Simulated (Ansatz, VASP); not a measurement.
Co: VASP beside Ansatz

INCAR

```
ALGO = Normal ; EDIFF = 1E-8
ENCUT = 520 ; GGA = PE
ISIF = 2 ; ISMEAR = -1
ISPIN = 2 ; LASPH = True
LCHARG = False ; LEFG = True
LMAXMIX = 4 ; LORBIT = 11
LREAL = False ; LWAVE = False
MAGMOM = 2 2 ; NBANDS = 20
NELM = 150 ; PREC = Accurate
SIGMA = 0.05
```

The input KPOINTS:

```
k-points
0
Gamma
  19 19 10
```

Contents of POSCAR:

```
Co
1.0
    2.5356834805      0.0000000000      0.0000000000
   -1.2678417403      2.1959663102      0.0000000000
    0.0000000000      0.0000000000      4.1180935048
Co
2
Direct
    0.3333333333      0.6666666667      0.2500000000
    0.6666666667      0.3333333333      0.7500000000
```

Input for Ansatz:

```yaml
crystal:
  lattice:
    - [2.5356834805, 0.0, 0.0]
    - [-1.2678417403, 2.1959663102, 0.0]
    - [0.0, 0.0, 4.1180935048]
  atoms:
    - { symbol: Co, position: [0.3333333333, 0.6666666667, 0.25], spin: 2.0 }
    - { symbol: Co, position: [0.6666666667, 0.3333333333, 0.75], spin: 2.0 }
magnetization:
  spin_polarized: true
kpoints:
  mp_grid: { grid: [19, 19, 10] }
scf:
  occupations: { method: fermi_dirac, width: 0.05 }
hamiltonian:
  xc: pbe
  pseudopotentials: { kind: all_electron, datasets: crystal }
output:
  forces: true
  stress: true
  eigenvalues: true
  efg: { contact_densities: true }
```

Change from the starting cell: volume scaled by 1.02, crystal datasets.

Alike in both runs: task electric field gradients; functional PBE; k mesh 19 × 19 × 10; occupations fermi-dirac, width 0.05 eV; collinear spin.

```csv
,VASP,Ansatz
version,VASP 6.6.1,Ansatz 0.2.0
potentials or method,"VASP PAW PBE potentials, release 64 (Co), cutoff 520 eV","all-electron PAW with datasets made for the crystal, scalar-relativistic"
```

VASP gave:

* pressure (GPa): -10.5
* traceless stress, the component that is largest in VASP (GPa): -0.81
* net moment per atom (μB): 1.65
* size of the moment on the site where the two differ most (μB): 1.68
* size of Vzz on the site where it differs most (V/Å²): 1.9

**Question.** What did Ansatz give for the same quantities?

**Answer.** Pressure (GPa): -10.1; traceless stress, the component that is largest in VASP (GPa): -0.64; net moment per atom (μB): 1.66; size of the moment on the site where the two differ most (μB): 1.74; size of Vzz on the site where it differs most (V/Å²): 1.7.

Site moments also hang on the region over which each program counts them. Ansatz ran all-electron here, and VASP with PAW potentials.
